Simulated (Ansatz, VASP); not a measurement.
## Two plane-wave programs on Ca2P3

```
Ca P
1.0
     7.97665    0.00000    0.00000
     0.00000    7.97665    0.00000
     0.00000    0.00000    4.00732
Ca P
4 6
Direct
  0.38000 0.88000 0.00000
  0.12000 0.38000 0.00000
  0.62000 0.12000 0.00000
  0.88000 0.62000 0.00000
  0.00000 0.00000 0.00000
  0.50000 0.50000 0.00000
  0.18000 0.68000 0.50000
  0.32000 0.18000 0.50000
  0.82000 0.32000 0.50000
  0.68000 0.82000 0.50000
```

Alike in both runs: task single point; functional PBE; k mesh 2 × 2 × 4; occupations gaussian, width 0.1 eV; no spin polarisation.

|  | VASP | Ansatz |
| --- | --- | --- |
| version | VASP 6.6.1 | Ansatz 0.2.0 |
| potentials or method | VASP PAW PBE potentials, release 64 (Ca_sv, P), cutoff 520 eV | scalar-relativistic, plane waves, PAW |
| valence electrons in the cell | 70 | 70 |

|  | VASP | Ansatz | Ansatz less VASP |
| --- | --- | --- | --- |
| gap on the k mesh at the Fermi level (eV) | none | none | - |
| pressure (GPa) | -6.6 | -6.7 | -0.09 |
| traceless stress, the component that is largest in VASP (GPa) | -0.43 | -0.41 | +0.017 |
| rms of the force components (eV/Å) | 0.848 | 0.842 | -0.0052 |

Atom by atom the forces differ by 0.005 eV/Å (rms over components). A gap of «none» marks a metal or a gap that the smearing closes. The functional is the same, so the differences come from potentials, cutoffs and numerics.

The k mesh is coarse, so the values compare programs but aren't converged.
